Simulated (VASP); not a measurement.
# KTaO3 in VASP: further runs

The runs below take KTaO3 through single point, with PBE.

Everything below comes from runs of VASP 6.6.1. Logs are shortened: lines on timing, memory, paths and dates and some standing lists are left out, and cuts for length are marked.

## Step 1: The cell of the first run

It takes space group Pm-3m (No. 221, cubic). Conventional cell: a = 4.067 Å, b = 4.067 Å, c = 4.067 Å, α = 90.00°, β = 90.00°, γ = 90.00°. Within 3.8 Å of K (site symmetry m-3m) lie 12 O at 2.88 Å and 8 Ta at 3.52 Å. Within 2.7 Å of Ta (site symmetry m-3m) lie 6 O at 2.03 Å. Within 2.7 Å of O (site symmetry 4/mmm) lie 2 Ta at 2.03 Å.

## Step 2: Single point, PBE (volume scaled by 1.06)

Input file INCAR:

```
PREC = Accurate
ENCUT = 520
EDIFF = 1E-6
ISMEAR = -1
SIGMA = 0.01
LREAL = False
LASPH = True
NELM = 60
ALGO = Normal
ISIF = 2
LWAVE = False
LCHARG = False
GGA = PE
NBANDS = 27
```

Input file KPOINTS:

```
Automatic mesh
0
Gamma
  5 5 5
```

Input file POSCAR:

```
KTaO3
1.0
    4.0665218197      0.0000000000      0.0000000000
    0.0000000000      4.0665218197      0.0000000000
    0.0000000000      0.0000000000      4.0665218197
K Ta O
1 1 3
Direct
    0.5000000000      0.5000000000      0.5000000000
    0.0000000000      0.0000000000      0.0000000000
    0.5000000000      0.0000000000      0.0000000000
    0.0000000000      0.5000000000      0.0000000000
    0.0000000000      0.0000000000      0.5000000000
```

Potentials or basis: VASP PAW PBE potentials, release 64 (K_sv, Ta_pv, O).

Run with:

```bash
$ cat potpaw_PBE.64/K_sv/POTCAR potpaw_PBE.64/Ta_pv/POTCAR potpaw_PBE.64/O/POTCAR > POTCAR
$ mpirun -np 1 vasp_std > vasp.out
```

OUTCAR:

```text
PREC = Accurate
   ENCUT = 520
   EDIFF = 1E-6
   ISMEAR = -1
   LREAL = False
   LASPH = True
   NELM = 60
   ISIF = 2
   GGA = PE

 ion  position               nearest neighbor table
   1  0.500  0.500  0.500-   3 2.88   4 2.88   5 2.88   3 2.88   4 2.88   3 2.88   5 2.88   3 2.88
                             4 2.88   5 2.88   4 2.88   5 2.88   2 3.52   2 3.52   2 3.52   2 3.52
   2  0.000  0.000  0.000-   3 2.03   4 2.03   5 2.03   5 2.03   4 2.03   3 2.03   1 3.52   1 3.52
                             1 3.52   1 3.52   1 3.52   1 3.52   1 3.52   1 3.52
   3  0.500  0.000  0.000-   2 2.03   2 2.03   1 2.88   1 2.88   1 2.88   1 2.88
   4  0.000  0.500  0.000-   2 2.03   2 2.03   1 2.88   1 2.88   1 2.88   1 2.88
   5  0.000  0.000  0.500-   2 2.03   2 2.03   1 2.88   1 2.88   1 2.88   1 2.88

  LATTYP: Found a simple cubic cell.
 ALAT       =     4.0665218197

  Lattice vectors:

 A1 = (   4.0665218197,   0.0000000000,   0.0000000000)
 A2 = (   0.0000000000,   4.0665218197,   0.0000000000)
 A3 = (   0.0000000000,   0.0000000000,   4.0665218197)

Analysis of symmetry for initial positions (statically):
=====================================================================
 Subroutine PRICEL returns:
 Original cell was already a primitive cell.

 Routine SETGRP: Setting up the symmetry group for a
 simple cubic supercell.

 Subroutine GETGRP returns: Found 48 space group operations
 (whereof 48 operations were pure point group operations)
 out of a pool of 48 trial point group operations.

The static configuration has the point symmetry O_h .

Analysis of symmetry for dynamics (positions and initial velocities):
=====================================================================
 Subroutine PRICEL returns:
 Original cell was already a primitive cell.

 Routine SETGRP: Setting up the symmetry group for a
 simple cubic supercell.

 Subroutine GETGRP returns: Found 48 space group operations
 (whereof 48 operations were pure point group operations)
 out of a pool of 48 trial point group operations.

The dynamic configuration has the point symmetry O_h .

 Subroutine INISYM returns: Found 48 space group operations
 (whereof 48 operations are pure point group operations),
 and found     1 'primitive' translations

----------------------------------------------------------------------------------------

                                     Primitive cell

  volume of cell :      67.2464

  direct lattice vectors                    reciprocal lattice vectors
[... 76 lines left out ...]
   ENCUT  =  520.0 eV  38.22 Ry    6.18 a.u.   7.56  7.56  7.56*2*pi/ulx,y,z
   NELM   =     60;   NELMIN=  2; NELMDL= -5     # of ELM steps
   EDIFF  = 0.1E-05   stopping-criterion for ELM
   LREAL  =      F    real-space projection
   EDIFFG = 0.1E-04   stopping-criterion for IOM
   NSW    =      0    number of steps for IOM
   IBRION =     -1    ionic relax: 0-MD 1-quasi-New 2-CG
   NFREE  =      0    steps in history (QN), initial steepest desc. (CG)
   ISIF   =      2    stress and relaxation
   ISYM   =      2    0-nonsym 1-usesym 2-fastsym
   POTIM  = 0.5000    time-step for ionic-motion
   TEBEG  =    0.0;   TEEND  =   0.0 temperature during run
   PSTRESS=    0.0 pullay stress
   NELECT =      38.0000    total number of electrons
   NUPDOWN=      -1.0000    fix difference up-down
   EMIN   =  10.00;   EMAX   =-10.00  energy-range for DOS
   EFERMI =   0.00;   METHOD = LEGACY
   ISMEAR =    -1;   SIGMA  =   0.01  broadening in eV -4-tet -1-fermi 0-gaus
   EFERMI_NEDOS =   21; number of points for ismear=-14 and -15
   IALGO  =     38    algorithm
   IMIX   =      4    mixing-type and parameters
     AMIX     =   0.40;   BMIX     =  1.00
     AMIX_MAG =   1.60;   BMIX_MAG =  1.00
  volume/ion in A,a.u.               =      13.45        90.76
  Fermi-wavevector in a.u.,A,eV,Ry     =   1.353463  2.557673 24.923982  1.831861
  Thomas-Fermi vector in A             =   2.480716
   LORBIT       =      0    0 simple, 1 ext, 2 COOP (PROOUT), +10 PAW based schemes
   GGA     = PE    functional components
[... 5 lines left out ...]
 non-spin polarized calculation
  energy-cutoff  :      520.00
  volume of cell :       67.25
 maximum number of plane-waves:      1839
 NGX is ok and might be reduce to    30
   NGX = 15   NGY = 15   NGZ = 15

 number of electron      37.9999985 magnetization

 Free energy of the ion-electron system (eV)
  ---------------------------------------------------
  ext. energy  EPLUGINS =         0.00000000
  ---------------------------------------------------
  free energy    TOTEN  =       -41.03558722 eV

  energy without entropy =      -41.03558722  energy(sigma->0) =      -41.03558722

 E-fermi :   1.5325     XC(G=0): -10.5735

 val. band max:        1.3119918941   @ k =   0.4000   0.4000   0.4000
 cond. band min:       3.4543323819   @ k =   0.0000   0.0000   0.0000
 fundamental gap:      2.1423404878
 Fermi energy:         1.5324610835

 k-point     1 :       0.0000    0.0000    0.0000
  band No.  band energies     occupation
      1     -32.9791      2.00000
      2     -32.9791      2.00000
      3     -32.9791      2.00000
      4     -25.9634      2.00000
      5     -15.9273      2.00000
      6     -15.2429      2.00000
[... 289 lines left out ...]
     26      12.3498      0.00000
     27      12.6229      0.00000

------------------------ aborting loop because EDIFF is reached ----------------------------------------

  FORCE on cell =-STRESS in cart. coord.  units (eV):
  Direction    XX          YY          ZZ          XY          YZ          ZX
  --------------------------------------------------------------------------------------
  -------------------------------------------------------------------------------------
  Total       -2.0915608     -2.0915608     -2.0915608      0.0000000      0.0000000     -0.0000000
  in kB      -49.8323941    -49.8323941    -49.8323941      0.0000000      0.0000000     -0.0000000
  external PRESSURE =     -49.8323941 kB  Pullay stress =       0.0000000 kB

 VOLUME and BASIS-vectors are now :
 -----------------------------------------------------------------------------
  energy-cutoff  :      520.00
  volume of cell :       67.25
      direct lattice vectors                 reciprocal lattice vectors
     4.066521820  0.000000000  0.000000000     0.245910398  0.000000000  0.000000000
     0.000000000  4.066521820  0.000000000     0.000000000  0.245910398  0.000000000
     0.000000000  0.000000000  4.066521820     0.000000000  0.000000000  0.245910398

 POSITION                                       TOTAL-FORCE (eV/Angst)
 -----------------------------------------------------------------------------------
      2.03326      2.03326      2.03326         0.000000      0.000000      0.000000
      0.00000      0.00000      0.00000         0.000000      0.000000      0.000000
      2.03326      0.00000      0.00000         0.000000      0.000000      0.000000
      0.00000      2.03326      0.00000         0.000000      0.000000      0.000000
      0.00000      0.00000      2.03326         0.000000      0.000000      0.000000
 -----------------------------------------------------------------------------------
    total drift:                                0.000000     -0.000000      0.000000

  FREE ENERGIE OF THE ION-ELECTRON SYSTEM (eV)
  ---------------------------------------------------
  free  energy   TOTEN  =       -41.0355872227 eV

  energy  without entropy=      -41.0355872227  energy(sigma->0) =      -41.03558722
```

OSZICAR:

```text
N       E                     dE             d eps       ncg     rms          rms(c)
DAV:   1     0.321161404172E+03    0.32116E+03   -0.20907E+04   540   0.140E+03
DAV:   2    -0.301648397998E+02   -0.35133E+03   -0.34248E+03   642   0.401E+02
DAV:   3    -0.490803192228E+02   -0.18915E+02   -0.18820E+02   784   0.904E+01
DAV:   4    -0.498478250302E+02   -0.76751E+00   -0.76636E+00   848   0.110E+01
DAV:   5    -0.498512361379E+02   -0.34111E-02   -0.34108E-02   711   0.827E-01    0.305E+01
DAV:   6    -0.413317375401E+02    0.85195E+01   -0.36122E+01   635   0.389E+01    0.115E+01
DAV:   7    -0.411141444180E+02    0.21759E+00   -0.20852E+00   684   0.888E+00    0.835E+00
DAV:   8    -0.410716642607E+02    0.42480E-01   -0.54513E-01   646   0.602E+00    0.334E+00
DAV:   9    -0.410385737082E+02    0.33091E-01   -0.52381E-02   656   0.181E+00    0.620E-01
DAV:  10    -0.410357555659E+02    0.28181E-02   -0.20759E-02   719   0.878E-01    0.170E-01
DAV:  11    -0.410355653942E+02    0.19017E-03   -0.19891E-03   700   0.283E-01    0.382E-02
DAV:  12    -0.410355743716E+02   -0.89774E-05   -0.97547E-05   662   0.788E-02    0.218E-02
DAV:  13    -0.410355868899E+02   -0.12518E-04   -0.36999E-05   635   0.374E-02    0.333E-03
DAV:  14    -0.410355872227E+02   -0.33279E-06   -0.10762E-06   589   0.770E-03
   1 F= -.41035587E+02 E0= -.41035587E+02  d E =-.811593E-11
```

Wall time 32 s (1 thread of Intel Xeon 8259CL, shared host); peak memory 0.17 GiB.

What came out:

- Free energy: -41.0356 eV
- Pressure: -5.0 GPa
- Band gap on the k mesh: 2.14 eV, indirect (least direct gap 2.68 eV)

Levels at points of the mesh, in eV from the valence-band top:
```tsv
k point	band 16	band 17	band 18	band 19	band 20	band 21	band 22	band 23
(0.00, 0.00, 0.00)	-0.87	-0.54	-0.54	-0.54	2.14	2.14	2.14	6.20
```

Caveat: spin-orbit coupling is left out, which moves the levels of the heavy elements. A k mesh can miss the band edges.

## Step 3: Single point, PBE (equal xy, yz and zx shear strains of -2 %)

Input file INCAR:

```
SYSTEM = KTaO3
PREC = Accurate
ENCUT = 520
EDIFF = 1E-7
ISMEAR = -1
SIGMA = 0.01
LREAL = .False.
LASPH = .True.
NELM = 80
ALGO = Normal
ISIF = 2
LWAVE = .False.
LCHARG = .False.
GGA = PE
NBANDS = 27
```

Input file KPOINTS:

```
Automatic mesh
0
Gamma
  5 5 5
  0 0 0
```

POSCAR: that of step 2 with these lines changed.

```diff
@@ -2,5 +2,5 @@
 1.0
-    4.0665218197      0.0000000000      0.0000000000
-    0.0000000000      4.0665218197      0.0000000000
-    0.0000000000      0.0000000000      4.0665218197
+    3.9883000000     -0.0398830000     -0.0398830000
+   -0.0398830000      3.9883000000     -0.0398830000
+   -0.0398830000     -0.0398830000      3.9883000000
 K Ta O
```

Potentials or basis: VASP PAW PBE potentials, release 64 (K_sv, Ta_pv, O).

Run with:

```bash
$ cat potpaw_PBE.64/K_sv/POTCAR potpaw_PBE.64/Ta_pv/POTCAR potpaw_PBE.64/O/POTCAR > POTCAR
$ mpirun -np 1 vasp_std > vasp.out
```

OUTCAR:

```text
SYSTEM = KTaO3
   PREC = Accurate
   ENCUT = 520
   EDIFF = 1E-7
   ISMEAR = -1
   LREAL = .False.
   LASPH = .True.
   NELM = 80
   ISIF = 2
   GGA = PE

 ion  position               nearest neighbor table
   1  0.500  0.500  0.500-   3 2.79   4 2.79   5 2.79   3 2.79   4 2.79   5 2.79   5 2.85   3 2.85
                             4 2.85   5 2.85   4 2.85   3 2.85   2 3.38   2 3.38   2 3.48   2 3.48
   2  0.000  0.000  0.000-   3 1.99   4 1.99   5 1.99   5 1.99   4 1.99   3 1.99   1 3.38   1 3.38
                             1 3.48   1 3.48   1 3.48   1 3.48   1 3.48   1 3.48
   3  0.500  0.000  0.000-   2 1.99   2 1.99   1 2.79   1 2.79   1 2.85   1 2.85
   4  0.000  0.500  0.000-   2 1.99   2 1.99   1 2.79   1 2.79   1 2.85   1 2.85
   5  0.000  0.000  0.500-   2 1.99   2 1.99   1 2.79   1 2.79   1 2.85   1 2.85

  LATTYP: Found a trigonal (rhomboedric) cell.
 ALAT       =     3.9886988101
 COS(alpha) =    -0.0198960208

  Lattice vectors:

 A1 = (   3.9883000000,  -0.0398830000,  -0.0398830000)
 A2 = (  -0.0398830000,   3.9883000000,  -0.0398830000)
 A3 = (  -0.0398830000,  -0.0398830000,   3.9883000000)

Analysis of symmetry for initial positions (statically):
=====================================================================
 Subroutine PRICEL returns:
 Original cell was already a primitive cell.

 Routine SETGRP: Setting up the symmetry group for a
 trigonal (rhombohedral) supercell.

 Subroutine GETGRP returns: Found 12 space group operations
 (whereof 12 operations were pure point group operations)
 out of a pool of 12 trial point group operations.

The static configuration has the point symmetry D_3d.

Analysis of symmetry for dynamics (positions and initial velocities):
=====================================================================
 Subroutine PRICEL returns:
 Original cell was already a primitive cell.
[... 120 lines left out ...]
   NUPDOWN=      -1.0000    fix difference up-down
   EMIN   =  10.00;   EMAX   =-10.00  energy-range for DOS
   EFERMI =   0.00;   METHOD = LEGACY
   ISMEAR =    -1;   SIGMA  =   0.01  broadening in eV -4-tet -1-fermi 0-gaus
   EFERMI_NEDOS =   21; number of points for ismear=-14 and -15
   IALGO  =     38    algorithm
   IMIX   =      4    mixing-type and parameters
     AMIX     =   0.40;   BMIX     =  1.00
     AMIX_MAG =   1.60;   BMIX_MAG =  1.00
  volume/ion in A,a.u.               =      12.68        85.60
  Fermi-wavevector in a.u.,A,eV,Ry     =   1.380147  2.608099 25.916446  1.904805
  Thomas-Fermi vector in A             =   2.505051
   LORBIT       =      0    0 simple, 1 ext, 2 COOP (PROOUT), +10 PAW based schemes
   GGA     = PE    functional components
[... 5 lines left out ...]
 non-spin polarized calculation
  energy-cutoff  :      520.00
  volume of cell :       63.42
 maximum number of plane-waves:      1743
 NGX is ok and might be reduce to    30
   NGX = 15   NGY = 15   NGZ = 15

 number of electron      37.9999974 magnetization

 Free energy of the ion-electron system (eV)
  ---------------------------------------------------
  ext. energy  EPLUGINS =         0.00000000
  ---------------------------------------------------
  free energy    TOTEN  =       -41.00003568 eV

  energy without entropy =      -41.00003568  energy(sigma->0) =      -41.00003568

 E-fermi :   1.9442     XC(G=0): -10.8754

 val. band max:        1.7029476279   @ k =   0.4000   0.4000   0.4000
 cond. band min:       3.9104207023   @ k =   0.0000   0.0000   0.0000
 fundamental gap:      2.2074730744
 Fermi energy:         1.9441850055

 k-point     1 :       0.0000    0.0000    0.0000
  band No.  band energies     occupation
      1     -32.3443      2.00000
      2     -32.3159      2.00000
      3     -32.3159      2.00000
      4     -25.5192      2.00000
      5     -15.7458      2.00000
      6     -15.0359      2.00000
[... 559 lines left out ...]
     26      13.1124      0.00000
     27      13.5858      0.00000

------------------------ aborting loop because EDIFF is reached ----------------------------------------

  FORCE on cell =-STRESS in cart. coord.  units (eV):
  Direction    XX          YY          ZZ          XY          YZ          ZX
  --------------------------------------------------------------------------------------
  -------------------------------------------------------------------------------------
  Total        2.4277387      2.4277387      2.4277387      0.8000443      0.8000443      0.8000443
  in kB       61.3310284     61.3310284     61.3310284     20.2112101     20.2112101     20.2112101
  external PRESSURE =      61.3310284 kB  Pullay stress =       0.0000000 kB

 VOLUME and BASIS-vectors are now :
 -----------------------------------------------------------------------------
  energy-cutoff  :      520.00
  volume of cell :       63.42
      direct lattice vectors                 reciprocal lattice vectors
     3.988300000 -0.039883000 -0.039883000     0.250784059  0.002533172  0.002533172
    -0.039883000  3.988300000 -0.039883000     0.002533172  0.250784059  0.002533172
    -0.039883000 -0.039883000  3.988300000     0.002533172  0.002533172  0.250784059

 POSITION                                       TOTAL-FORCE (eV/Angst)
 -----------------------------------------------------------------------------------
      1.95427      1.95427      1.95427        -0.000000      0.000000      0.000000
      0.00000      0.00000      0.00000         0.000000     -0.000000      0.000000
      1.99415     -0.01994     -0.01994         0.000000     -0.000000     -0.000000
     -0.01994      1.99415     -0.01994         0.000000     -0.000000      0.000000
     -0.01994     -0.01994      1.99415         0.000000     -0.000000      0.000000
 -----------------------------------------------------------------------------------
    total drift:                                0.000000     -0.000000      0.000000

  FREE ENERGIE OF THE ION-ELECTRON SYSTEM (eV)
  ---------------------------------------------------
  free  energy   TOTEN  =       -41.0000356803 eV

  energy  without entropy=      -41.0000356803  energy(sigma->0) =      -41.00003568
```

stdout:

```text
POSCAR found type information on POSCAR K TaO
 POSCAR found :  3 types and       5 ions
 scaLAPACK will be used
 LDA part: xc-table for (Slater+PW92), standard interpolation
 POSCAR, INCAR and KPOINTS ok, starting setup
 FFT: planning ... GRIDC
 FFT: planning ... GRID_SOFT
 FFT: planning ... GRID
 WAVECAR not read
 entering main loop
```

It took 46 s on 1 thread of Intel Xeon 8259CL, shared host; peak memory 0.19 GiB.

Results:

- Free energy: -41.0000 eV
- Pressure: 6.1 GPa
- Band gap on the k mesh: 2.21 eV, indirect (least direct gap 2.64 eV)

Caveat: the cell differs from its parent crystal (equal xy, yz and zx shear strains of -2 %); spin-orbit coupling is left out, which moves the levels of the heavy elements. A k mesh can miss the band edges.

[end of part 1 of 2]
